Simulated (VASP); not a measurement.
# Au (P6_3/mmc) in VASP: single point with PBE

Aim: the single point of Au with PBE.

All numbers are computed with VASP 6.6.1; they aren't measurements. Logs are shortened: lines on timing, memory, paths and dates and some standing lists are left out, and cuts for length are marked.

### Step 1. The cell of the first run

It takes space group P6_3/mmc (No. 194, hexagonal). Conventional cell: a = 2.900 Å, b = 2.900 Å, c = 4.880 Å, α = 90.00°, β = 90.00°, γ = 120.00°. Within 3.8 Å of Au (site symmetry -6m2) lie 12 Au at 2.90 to 2.96 Å.

### Step 2. Single point, PBE

INCAR reads:

```
SYSTEM = Au
PREC = Accurate
ENCUT = 520
EDIFF = 1E-6
ISMEAR = 1
SIGMA = 0.1
LREAL = .False.
LASPH = .True.
NELM = 100
ALGO = Normal
ISIF = 2
LWAVE = .False.
LCHARG = .False.
GGA = PE
NBANDS = 18
```

KPOINTS reads:

```
Automatic mesh
0
Gamma
  10 10 5
  0 0 0
```

POSCAR reads:

```
Au
1.0
    2.9000000000      0.0000000000      0.0000000000
   -1.4500000000      2.5114736710      0.0000000000
    0.0000000000      0.0000000000      4.8800000000
Au
2
Direct
    0.3333330000      0.6666670000      0.7500000000
    0.6666670000      0.3333330000      0.2500000000
```

Potentials or basis: VASP PAW PBE potentials, release 64 (Au).

The run is started by

```bash
cat potpaw_PBE.64/Au/POTCAR > POTCAR
mpirun -np 1 vasp_std > vasp.out
```

OUTCAR:

```text
SYSTEM = Au
   PREC = Accurate
   ENCUT = 520
   EDIFF = 1E-6
   ISMEAR = 1
   LREAL = .False.
   LASPH = .True.
   NELM = 100
   ISIF = 2
   GGA = PE

 ion  position               nearest neighbor table
   1  0.333  0.667  0.750-   2 2.96   2 2.96   2 2.96   2 2.96   2 2.96   2 2.96
   2  0.667  0.333  0.250-   1 2.96   1 2.96   1 2.96   1 2.96   1 2.96   1 2.96

  LATTYP: Found a hexagonal cell.
 ALAT       =     2.9000000000
 C/A-ratio  =     1.6827586207

  Lattice vectors:

 A1 = (   2.9000000000,   0.0000000000,   0.0000000000)
 A2 = (  -1.4500000000,   2.5114736710,   0.0000000000)
 A3 = (   0.0000000000,   0.0000000000,   4.8800000000)

Analysis of symmetry for initial positions (statically):
=====================================================================
 Subroutine PRICEL returns:
 Original cell was already a primitive cell.

 Routine SETGRP: Setting up the symmetry group for a
 hexagonal supercell.

 Subroutine GETGRP returns: Found 24 space group operations
 (whereof 12 operations were pure point group operations)
 out of a pool of 24 trial point group operations.

The static configuration has the point symmetry D_3d.
 The point group associated with its full space group is D_6h.

Analysis of symmetry for dynamics (positions and initial velocities):
=====================================================================
 Subroutine PRICEL returns:
 Original cell was already a primitive cell.

 Routine SETGRP: Setting up the symmetry group for a
 hexagonal supercell.

 Subroutine GETGRP returns: Found 24 space group operations
 (whereof 12 operations were pure point group operations)
 out of a pool of 24 trial point group operations.

The dynamic configuration has the point symmetry D_3d.
 The point group associated with its full space group is D_6h.

 Subroutine INISYM returns: Found 24 space group operations
 (whereof 12 operations are pure point group operations),
 and found     1 'primitive' translations

----------------------------------------------------------------------------------------

                                     Primitive cell

  volume of cell :      35.5424

  direct lattice vectors                    reciprocal lattice vectors
     2.900000000  0.000000000  0.000000000     0.344827586  0.199086300  0.000000000
    -1.450000000  2.511473671  0.000000000     0.000000000  0.398172599  0.000000000
     0.000000000  0.000000000  4.880000000     0.000000000  0.000000000  0.204918033

  length of vectors
     2.900000000  2.900000000  4.880000000     0.398172599  0.398172599  0.204918033

  position of ions in fractional coordinates (direct lattice)
[... 76 lines left out ...]
   LASPH  =      T    aspherical Exc in radial PAW
   ENCUT  =  520.0 eV  38.22 Ry    6.18 a.u.   5.39  5.39  9.07*2*pi/ulx,y,z
   NELM   =    100;   NELMIN=  2; NELMDL= -5     # of ELM steps
   EDIFF  = 0.1E-05   stopping-criterion for ELM
   LREAL  =      F    real-space projection
   EDIFFG = 0.1E-04   stopping-criterion for IOM
   NSW    =      0    number of steps for IOM
   IBRION =     -1    ionic relax: 0-MD 1-quasi-New 2-CG
   NFREE  =      0    steps in history (QN), initial steepest desc. (CG)
   ISIF   =      2    stress and relaxation
   ISYM   =      2    0-nonsym 1-usesym 2-fastsym
   POTIM  = 0.5000    time-step for ionic-motion
   TEBEG  =    0.0;   TEEND  =   0.0 temperature during run
   PSTRESS=    0.0 pullay stress
   NELECT =      22.0000    total number of electrons
   NUPDOWN=      -1.0000    fix difference up-down
   EMIN   =  10.00;   EMAX   =-10.00  energy-range for DOS
   EFERMI =   0.00;   METHOD = LEGACY
   ISMEAR =     1;   SIGMA  =   0.10  broadening in eV -4-tet -1-fermi 0-gaus
   EFERMI_NEDOS =   21; number of points for ismear=-14 and -15
   IALGO  =     38    algorithm
   IMIX   =      4    mixing-type and parameters
     AMIX     =   0.40;   BMIX     =  1.00
     AMIX_MAG =   1.60;   BMIX_MAG =  1.00
  volume/ion in A,a.u.               =      17.77       119.93
  Fermi-wavevector in a.u.,A,eV,Ry     =   1.395191  2.636528 26.484517  1.946557
  Thomas-Fermi vector in A             =   2.518667
   LORBIT       =      0    0 simple, 1 ext, 2 COOP (PROOUT), +10 PAW based schemes
   GGA     = PE    functional components
   LHFCALC =     F    Hartree Fock is set to
   AEXX    =    0.0000 exact exchange contribution
   IVDW    =     0    specifies the selected vdW correction
   LEPSILON=     F    determine dielectric tensor
   LRPA    =     F    only Hartree local field effects (RPA)
 non-spin polarized calculation
 Methfessel and Paxton  Order N= 1 SIGMA  =   0.10
  energy-cutoff  :      520.00
  volume of cell :       35.54
 maximum number of plane-waves:       984
 NGX is ok and might be reduce to    24
   NGX = 11   NGY = 11   NGZ = 19

 number of electron      22.0000001 magnetization

 Free energy of the ion-electron system (eV)
  ---------------------------------------------------
  ext. energy  EPLUGINS =         0.00000000
  ---------------------------------------------------
  free energy    TOTEN  =        -6.38000999 eV

  energy without entropy =       -6.37770015  energy(sigma->0) =       -6.37924004

 E-fermi :   8.7417     XC(G=0): -12.4635

 val. band max:        8.7288052104   @ k =   0.4000   0.1000   0.2000
 cond. band min:       8.9042821320   @ k =   0.4000  -0.0000   0.4000
 fundamental gap:      0.1754769216
 Fermi energy:         8.7417167791

 k-point     1 :       0.0000    0.0000    0.0000
  band No.  band energies     occupation
      1      -0.6297      2.00000
      2       1.7613      2.00000
      3       4.1511      2.00000
      4       4.4170      2.00000
      5       4.4170      2.00000
      6       4.7036      2.00000
[... 481 lines left out ...]
      5       4.4129      2.00000
      6       5.1358      2.00000
[... 10 lines left out ...]
     17      21.4428      0.00000
     18      22.8102      0.00000

 [... further k-points ...]
[... 5 lines left out ...]
  --------------------------------------------------------------------------------------
  -------------------------------------------------------------------------------------
  Total        0.4951557      0.4951557      0.5298031      0.0000000     -0.0000000     -0.0000000
  in kB       22.3206029     22.3206029     23.8824381      0.0000000     -0.0000000     -0.0000000
  external PRESSURE =      22.8412147 kB  Pullay stress =       0.0000000 kB

 VOLUME and BASIS-vectors are now :
 -----------------------------------------------------------------------------
  energy-cutoff  :      520.00
  volume of cell :       35.54
      direct lattice vectors                 reciprocal lattice vectors
     2.900000000  0.000000000  0.000000000     0.344827586  0.199086300  0.000000000
    -1.450000000  2.511473671  0.000000000     0.000000000  0.398172599  0.000000000
     0.000000000  0.000000000  4.880000000     0.000000000  0.000000000  0.204918033

 POSITION                                       TOTAL-FORCE (eV/Angst)
 -----------------------------------------------------------------------------------
     -0.00000      1.67432      3.66000         0.000000     -0.000000      0.000000
      1.45000      0.83716      1.22000        -0.000000      0.000000      0.000000
 -----------------------------------------------------------------------------------
    total drift:                               -0.000160      0.000098     -0.000017

  FREE ENERGIE OF THE ION-ELECTRON SYSTEM (eV)
  ---------------------------------------------------
  free  energy   TOTEN  =        -6.3800099898 eV

  energy  without entropy=       -6.3777001524  energy(sigma->0) =       -6.37924004
```

stdout:

```text
POSCAR found type information on POSCAR Au
 POSCAR found :  1 types and       2 ions
 scaLAPACK will be used
 LDA part: xc-table for (Slater+PW92), standard interpolation
 POSCAR, INCAR and KPOINTS ok, starting setup
 FFT: planning ... GRIDC
 FFT: planning ... GRID_SOFT
 FFT: planning ... GRID
 WAVECAR not read
 entering main loop
```

It took 24 s on 1 thread of Intel Xeon 8259CL, shared host; peak memory 0.17 GiB.

What came out:

```yaml
Free_energy: -6.3800 eV
Pressure: 2.3 GPa
Band_gap_on_the_k_mesh: zero (band 11 reaches 11.26 eV, above the bottom of band 12 at 6.38 eV)
```

Caveat: spin-orbit coupling is left out, which moves the levels of the heavy elements.
